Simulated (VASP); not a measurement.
Write the native input for VASP 6.6.1 that does the following.

```
Task                   : single point
Functional             : r2SCAN
Potentials or basis    : VASP PAW PBE potentials, release 64 (Sc_sv, Al)
Cutoff                 : 520 eV
k mesh                 : 10 × 10 × 10
Occupations            : gaussian, width 0.1 eV
Spin                   : no spin polarisation
Dipole correction      : no
Further INCAR settings : ALGO = Normal; EDIFF = 1e-06; NBANDS = 26
```

Crystal: Sc3Al.

```xyz
4
Lattice="4.5137 0.0000 0.0000 0.0000 4.5137 0.0000 0.0000 0.0000 4.5137" Properties=species:S:1:pos:R:3 pbc="T T T"
Sc    2.2569    0.0000    2.2569
Sc    0.0000    2.2569    2.2569
Sc    2.2569    2.2569    0.0000
Al    0.0000    0.0000    0.0000
```

The input as run:

POSCAR

```
Sc3Al
1.0
    4.5137284314      0.0000000000      0.0000000000
    0.0000000000      4.5137284314      0.0000000000
    0.0000000000      0.0000000000      4.5137284314
Sc Al
3 1
Direct
    0.5000000000      0.0000000000      0.5000000000
    0.0000000000      0.5000000000      0.5000000000
    0.5000000000      0.5000000000      0.0000000000
    0.0000000000      0.0000000000      0.0000000000
```

INCAR.step1

```
PREC     = Accurate       # precision mode
ENCUT    = 520            # plane-wave cutoff, eV
ISMEAR   = 0              # smearing method
SIGMA    = 0.1            # smearing width, eV
LREAL    = False          # projectors in reciprocal space
LASPH    = True           # aspherical terms in the spheres
NELM     = 100            # most SCF steps
NBANDS   = 26             # bands
GGA      = PE             # functional
ALGO     = Normal         # electronic algorithm
EDIFF    = 1E-4           # SCF threshold, eV
LWAVE    = True           # write WAVECAR
LCHARG   = False          # write CHGCAR
```

INCAR.step2

```
PREC     = Accurate       # precision mode
ENCUT    = 520            # plane-wave cutoff, eV
EDIFF    = 1E-6           # SCF threshold, eV
ISMEAR   = 0              # smearing method
SIGMA    = 0.1            # smearing width, eV
LREAL    = False          # projectors in reciprocal space
LASPH    = True           # aspherical terms in the spheres
NELM     = 100            # most SCF steps
ALGO     = Normal         # electronic algorithm
ISIF     = 2              # what is computed and relaxed
LWAVE    = False          # write WAVECAR
LCHARG   = False          # write CHGCAR
METAGGA  = R2SCAN         # meta-GGA
LMIXTAU  = True         
NBANDS   = 26             # bands
ISTART   = 1
```

KPOINTS

```
regular mesh
0
Gamma
  10 10 10
```

Potentials or basis: VASP PAW PBE potentials, release 64 (Sc_sv, Al).

Run with:

```console
$ cat potpaw_PBE.64/Sc_sv/POTCAR potpaw_PBE.64/Al/POTCAR > POTCAR
$ cp INCAR.step1 INCAR
$ mpirun -np 1 vasp_std > vasp.out
$ cp INCAR.step2 INCAR
$ mpirun -np 1 vasp_std > vasp.out
```

Results of the run:

- Pressure: -3.3 GPa
- Band gap on the k mesh: zero (bands 18 and 19 overlap by 1.64 eV)

Caveat: the cell stands under tension; the PAW data sets were made with another functional, which shifts forces and pressure a little.

Run time: 5.2 min on 1 thread of AMD EPYC 9R45 96-Core Processor (Zen 5) (shared host), peak memory 0.26 GiB.
